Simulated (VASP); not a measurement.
# TiC (I4/mmm) in VASP: notebook

Runs on TiC. Level: PBE. Tasks: single point.

All numbers are computed with VASP 6.6.1; they aren't measurements. Logs are shortened: lines on timing, memory, paths and dates and some standing lists are left out, and cuts for length are marked.

## Step 1: The cell of the first run

The structure is tetragonal, space group I4/mmm (No. 139). Conventional cell: a = 3.060 Å, b = 3.060 Å, c = 4.003 Å, α = 90.00°, β = 90.00°, γ = 90.00°. Within 2.7 Å of Ti (site symmetry 4/mmm) lie 6 C at 2.00 to 2.16 Å. C (site symmetry 4/mmm) has 6 Ti at 2.00 to 2.16 Å within 2.7 Å.

## Step 2: Single point, PBE (strain -0.0750 x Voigt [0, 0, 1, 0, 0, 0])

INCAR

```
PREC = Accurate
ENCUT = 520
EDIFF = 1E-6
ISMEAR = 0
SIGMA = 0.15
LREAL = F
LASPH = T
NELM = 100
ALGO = Normal
ISIF = 2
LWAVE = F
LCHARG = T
GGA = PE
LELF = T
LVHAR = T
NBANDS = 15
```

KPOINTS

```
Automatic mesh
0
Gamma
  18 18 18
```

POSCAR

```
TiC
1.0
    0.0000000000      2.1640000000      2.0017000000
    2.1640000000      0.0000000000      2.0017000000
    2.1640000000      2.1640000000      0.0000000000
Ti C
1 1
Direct
    0.0000000000      0.0000000000      0.0000000000
    0.5000000000      0.5000000000      0.5000000000
```

Potentials or basis: VASP PAW PBE potentials, release 64 (Ti_sv, C).

Launch:

```
$ cat potpaw_PBE.64/Ti_sv/POTCAR potpaw_PBE.64/C/POTCAR > POTCAR
$ mpirun -np 1 vasp_std > vasp.out
```

OUTCAR:

```text
PREC = Accurate
   ENCUT = 520
   EDIFF = 1E-6
   ISMEAR = 0
   LREAL = F
   LASPH = T
   NELM = 100
   ISIF = 2
   GGA = PE

 ion  position               nearest neighbor table
   1  0.000  0.000  0.000-   2 2.00   2 2.00   2 2.16   2 2.16   2 2.16   2 2.16
   2  0.500  0.500  0.500-   1 2.00   1 2.00   1 2.16   1 2.16   1 2.16   1 2.16

  LATTYP: Found a body centered tetragonal cell.
 ALAT       =     3.0603581490
 C/A-ratio  =     1.3081475452

  Lattice vectors:

 A1 = (   0.0000000000,  -2.1640000000,  -2.0017000000)
 A2 = (   0.0000000000,   2.1640000000,  -2.0017000000)
 A3 = (   2.1640000000,   0.0000000000,   2.0017000000)

Analysis of symmetry for initial positions (statically):
=====================================================================
 Subroutine PRICEL returns:
 Original cell was already a primitive cell.

 Routine SETGRP: Setting up the symmetry group for a
 body centered tetragonal supercell.

 Subroutine GETGRP returns: Found 16 space group operations
 (whereof 16 operations were pure point group operations)
 out of a pool of 16 trial point group operations.

The static configuration has the point symmetry D_4h.

Analysis of symmetry for dynamics (positions and initial velocities):
=====================================================================
 Subroutine PRICEL returns:
 Original cell was already a primitive cell.

 Routine SETGRP: Setting up the symmetry group for a
 body centered tetragonal supercell.

 Subroutine GETGRP returns: Found 16 space group operations
 (whereof 16 operations were pure point group operations)
 out of a pool of 16 trial point group operations.

The dynamic configuration has the point symmetry D_4h.

 Subroutine INISYM returns: Found 16 space group operations
 (whereof 16 operations are pure point group operations),
 and found     1 'primitive' translations

----------------------------------------------------------------------------------------

                                     Primitive cell

  volume of cell :      18.7475

  direct lattice vectors                    reciprocal lattice vectors
     0.000000000  2.164000000  2.001700000    -0.231053604  0.231053604  0.249787680
     2.164000000  0.000000000  2.001700000     0.231053604 -0.231053604  0.249787680
     2.164000000  2.164000000  0.000000000     0.231053604  0.231053604 -0.249787680

  length of vectors
     2.947829522  2.947829522  3.060358149     0.411297242  0.411297242  0.411297242

  position of ions in fractional coordinates (direct lattice)
     0.000000000  0.000000000  0.000000000
     0.500000000  0.500000000  0.500000000

  ion indices of the primitive-cell ions
   primitive index   ion index
                 1           1
                 2           2

----------------------------------------------------------------------------------------

 KPOINTS: Automatic mesh

Automatic generation of k-mesh.
 Grid dimensions read from file:
 generate k-points for:   18   18   18

 Generating k-lattice:

  Cartesian coordinates                     Fractional coordinates (reciprocal lattice)
    -0.012836311  0.012836311  0.013877093     0.055555556 -0.000000000  0.000000000
     0.012836311 -0.012836311  0.013877093    -0.000000000  0.055555556  0.000000000
     0.012836311  0.012836311 -0.013877093     0.000000000  0.000000000  0.055555556

  Length of vectors
     0.022849847  0.022849847  0.022849847

  Shift w.r.t. Gamma in fractional coordinates (k-lattice)
     0.000000000  0.000000000  0.000000000

 Subroutine IBZKPT returns following result:
 ===========================================

 Found    480 irreducible k-points:

 Following reciprocal coordinates:
            Coordinates               Weight
  0.000000  0.000000  0.000000      1.000000
  0.055556  0.000000  0.000000      8.000000
  0.111111  0.000000  0.000000      8.000000
  0.166667  0.000000  0.000000      8.000000
  0.222222 -0.000000  0.000000      8.000000
  0.277778  0.000000  0.000000      8.000000
[... 16 lines left out ...]
 -0.277778  0.055556  0.000000      8.000000
 -0.222222  0.055556  0.000000      8.000000
 [... further k-points ...]
   k-points           NKPTS =    480   k-points in BZ     NKDIM =    480   number of bands    NBANDS=     15
   number of dos      NEDOS =    301   number of ions     NIONS =      2
   total plane-waves  NPLWV =  13824
   dimension x,y,z NGX =    24 NGY =   24 NGZ =   24
   dimension x,y,z NGXF=    48 NGYF=   48 NGZF=   48
   ions per type =               1   1
   NGX,Y,Z   is equivalent  to a cutoff of  13.54, 13.54, 13.04 a.u.
   NGXF,Y,Z  is equivalent  to a cutoff of  27.07, 27.07, 26.07 a.u.
 SYSTEM =  unknown system
   PREC   = accura    normal or accurate (medium, high low for compatibility)
   ISTART =      0    job   : 0-new  1-cont  2-samecut
   ICHARG =      2    charge: 1-file 2-atom 10-const
   ISPIN  =      1    spin polarized calculation?
   LNONCOLLINEAR =      F non collinear calculations
   LSORBIT =      F    spin-orbit coupling
   LASPH  =      T    aspherical Exc in radial PAW
   ENCUT  =  520.0 eV  38.22 Ry    6.18 a.u.   5.48  5.48  5.69*2*pi/ulx,y,z
   NELM   =    100;   NELMIN=  2; NELMDL= -5     # of ELM steps
   EDIFF  = 0.1E-05   stopping-criterion for ELM
   LREAL  =      F    real-space projection
   EDIFFG = 0.1E-04   stopping-criterion for IOM
   NSW    =      0    number of steps for IOM
   IBRION =     -1    ionic relax: 0-MD 1-quasi-New 2-CG
   NFREE  =      0    steps in history (QN), initial steepest desc. (CG)
   ISIF   =      2    stress and relaxation
   ISYM   =      2    0-nonsym 1-usesym 2-fastsym
   POTIM  = 0.5000    time-step for ionic-motion
   TEBEG  =    0.0;   TEEND  =   0.0 temperature during run
   PSTRESS=    0.0 pullay stress
   NELECT =      16.0000    total number of electrons
   NUPDOWN=      -1.0000    fix difference up-down
   EMIN   =  10.00;   EMAX   =-10.00  energy-range for DOS
   EFERMI =   0.00;   METHOD = LEGACY
   ISMEAR =     0;   SIGMA  =   0.15  broadening in eV -4-tet -1-fermi 0-gaus
   EFERMI_NEDOS =   21; number of points for ismear=-14 and -15
   IALGO  =     38    algorithm
   IMIX   =      4    mixing-type and parameters
     AMIX     =   0.40;   BMIX     =  1.00
     AMIX_MAG =   1.60;   BMIX_MAG =  1.00
  volume/ion in A,a.u.               =       9.37        63.26
  Fermi-wavevector in a.u.,A,eV,Ry     =   1.552865  2.934489 32.808942  2.411389
  Thomas-Fermi vector in A             =   2.657178
   LORBIT       =      0    0 simple, 1 ext, 2 COOP (PROOUT), +10 PAW based schemes
   GGA     = PE    functional components
   LHFCALC =     F    Hartree Fock is set to
   AEXX    =    0.0000 exact exchange contribution
   IVDW    =     0    specifies the selected vdW correction
   LEPSILON=     F    determine dielectric tensor
   LRPA    =     F    only Hartree local field effects (RPA)
 non-spin polarized calculation
 Gauss-broadening in eV      SIGMA  =   0.15
  energy-cutoff  :      520.00
  volume of cell :       18.75
 maximum number of plane-waves:       519
 NGX is ok and might be reduce to    24
   NGX = 11   NGY = 11   NGZ = 11

 number of electron      15.9999999 magnetization

 Free energy of the ion-electron system (eV)
  ---------------------------------------------------
  ext. energy  EPLUGINS =         0.00000000
  ---------------------------------------------------
  free energy    TOTEN  =       -18.45521933 eV

  energy without entropy =      -18.45218127  energy(sigma->0) =      -18.45370030

 E-fermi :  10.4122     XC(G=0): -13.1074

 val. band max:       10.4038077367   @ k =   0.1667   0.0000   0.1667
 cond. band min:      10.4190299709   @ k =   0.5000   0.0000   0.4444
 fundamental gap:      0.0152222341
 Fermi energy:        10.4121560113

 k-point     1 :       0.0000    0.0000    0.0000
  band No.  band energies     occupation
      1     -45.9478      2.00000
      2     -21.9443      2.00000
      3     -21.9443      2.00000
      4     -21.8932      2.00000
      5      -2.3850      2.00000
      6      10.9199      0.00000
      7      10.9199      0.00000
      8      11.5568      0.00000
      9      11.9639      0.00000
     10      12.0303      0.00000
     11      12.0303      0.00000
     12      12.4197      0.00000
     13      12.4637      0.00000
     14      22.2744      0.00000
     15      24.8132      0.00000

 k-point     2 :       0.0556    0.0000    0.0000
  band No.  band energies     occupation
      1     -45.9446      2.00000
      2     -21.9590      2.00000
      3     -21.9473      2.00000
      4     -21.9004      2.00000
      5      -2.3065      2.00000
      6      10.6250      0.04482
      7      10.7184      0.00389
      8      11.1948      0.00000
      9      11.3902      0.00000
     10      11.6886      0.00000
     11      12.4397      0.00000
     12      12.9255      0.00000
     13      13.3920      0.00000
     14      22.3942      0.00000
     15      24.8688      0.00000

 k-point     3 :       0.1111    0.0000    0.0000
  band No.  band energies     occupation
      1     -45.9355      2.00000
      2     -22.0125      2.00000
      3     -21.9561      2.00000
      4     -21.9098      2.00000
      5      -2.0756      2.00000
      6       9.8633      2.00000
      7      10.0297      1.99969
      8      10.4244      0.90817
      9      11.4350      0.00000
     10      11.6972      0.00000
     11      12.7792      0.00000
     12      13.9206      0.00000
     13      14.4579      0.00000
     14      22.6930      0.00000
     15      24.9708      0.00000
[... 343 lines left out ...]
 k-point    23 :      -0.2778    0.0556    0.0000
  band No.  band energies     occupation
      1     -45.8795      2.00000
      2     -22.3537      2.00000
      3     -22.0017      2.00000
      4     -21.9510      2.00000
      5      -0.4620      2.00000
      6       6.6592      2.00000
      7       7.9062      2.00000
      8       8.4315      2.00000
      9      12.4451      0.00000
     10      12.8488      0.00000
     11      13.8260      0.00000
     12      17.4124      0.00000
     13      17.4620      0.00000
     14      21.7567      0.00000
     15      26.2958      0.00000

 k-point    24 :      -0.2222    0.0556    0.0000
  band No.  band energies     occupation
      1     -45.8976      2.00000
      2     -22.2419      2.00000
      3     -21.9838      2.00000
      4     -21.9453      2.00000
      5      -1.0511      2.00000
      6       7.5822      2.00000
      7       8.3919      2.00000
      8       8.9871      2.00000
      9      11.9688      0.00000
     10      12.5533      0.00000
     11      13.5273      0.00000
     12      16.4377      0.00000
     13      16.6376      0.00000
     14      22.5682      0.00000
     15      25.6331      0.00000

 [... further k-points ...]

------------------------ aborting loop because EDIFF is reached ----------------------------------------

  FORCE on cell =-STRESS in cart. coord.  units (eV):
  Direction    XX          YY          ZZ          XY          YZ          ZX
  --------------------------------------------------------------------------------------
  -------------------------------------------------------------------------------------
  Total        1.3298883      1.3298883      7.0135164      0.0000000     -0.0000000      0.0000000
  in kB      113.6533532    113.6533532    599.3809062      0.0000000     -0.0000000      0.0000000
  external PRESSURE =     275.5625375 kB  Pullay stress =       0.0000000 kB

 VOLUME and BASIS-vectors are now :
 -----------------------------------------------------------------------------
  energy-cutoff  :      520.00
  volume of cell :       18.75
      direct lattice vectors                 reciprocal lattice vectors
     0.000000000  2.164000000  2.001700000    -0.231053604  0.231053604  0.249787680
     2.164000000  0.000000000  2.001700000     0.231053604 -0.231053604  0.249787680
     2.164000000  2.164000000  0.000000000     0.231053604  0.231053604 -0.249787680

 POSITION                                       TOTAL-FORCE (eV/Angst)
 -----------------------------------------------------------------------------------
      0.00000      0.00000      0.00000         0.000000     -0.000000      0.000000
      2.16400      2.16400      2.00170        -0.000000      0.000000     -0.000000
 -----------------------------------------------------------------------------------
    total drift:                                0.000000     -0.000000     -0.000000

  FREE ENERGIE OF THE ION-ELECTRON SYSTEM (eV)
  ---------------------------------------------------
  free  energy   TOTEN  =       -18.4552193256 eV

  energy  without entropy=      -18.4521812738  energy(sigma->0) =      -18.45370030
```

Run time: 3 min. Hardware: 1 thread of AMD EPYC 7R13, shared host; peak memory 0.22 GiB.

What came out:

```
Free energy            : -18.4552 eV
Pressure               : 27.6 GPa
Band gap on the k mesh : zero (band 8 reaches 11.56 eV, above the bottom of band 9 at 9.50 eV)
```

Caveat: the cell differs from its parent crystal (strain -0.0750 x Voigt [0, 0, 1, 0, 0, 0]).

## Step 3: Single point, PBE (strain -0.0500 x Voigt [0, 0, 1, 0, 0, 0])

INCAR

```
PREC = Accurate
ENCUT = 520
EDIFF = 1E-6
ISMEAR = 0
SIGMA = 0.15
LREAL = F
LASPH = T
NELM = 60
ALGO = Normal
ISIF = 2
LWAVE = F
LCHARG = F
GGA = PE
NBANDS = 15
```

KPOINTS

```
regular mesh
0
Gamma
  18 18 18
```

POSCAR

```
TiC
1.0
    0.0000000000      2.1640000000      2.0558000000
    2.1640000000      0.0000000000      2.0558000000
    2.1640000000      2.1640000000      0.0000000000
Ti C
1 1
Direct
    0.0000000000      0.0000000000      0.0000000000
    0.5000000000      0.5000000000      0.5000000000
```

Potentials or basis: VASP PAW PBE potentials, release 64 (Ti_sv, C).

Launch:

```
$ cat potpaw_PBE.64/Ti_sv/POTCAR potpaw_PBE.64/C/POTCAR > POTCAR
$ mpirun -np 1 vasp_std > vasp.out
```

Wall time 3.2 min (1 thread of AMD EPYC 7R13, shared host); peak memory 0.22 GiB.

The run converged. Its results:

```
Free energy            : -18.6045 eV
Pressure               : 16.9 GPa
Band gap on the k mesh : zero (band 8 reaches 11.05 eV, above the bottom of band 9 at 9.27 eV)
```

Stress tensor (GPa, compression positive):
```
 7.70  0.00  0.00
 0.00  7.70  0.00
 0.00  0.00 35.30
```

Levels at points of the mesh, in eV from the Fermi level:
```csv
k point,band 4,band 5,band 6,band 7,band 8,band 9,band 10,band 11,band 12,band 13
"(0.00, 0.00, 0.00)",-32.40,-12.66,0.57,0.57,0.98,1.62,1.65,1.65,1.90,1.95
"(0.50, 0.00, 0.00)",-32.45,-8.90,-6.10,-3.15,-3.07,3.00,3.26,4.44,8.29,8.46
"(0.50, 0.50, 0.00)",-32.68,-10.30,-3.05,-1.86,-0.27,-0.27,2.93,3.79,3.79,6.66
"(0.50, 0.00, 0.50)",-32.61,-10.39,-3.67,-1.75,0.10,0.20,2.86,3.60,3.91,6.17
```

Caveat: the cell differs from its parent crystal (strain -0.0500 x Voigt [0, 0, 1, 0, 0, 0]).
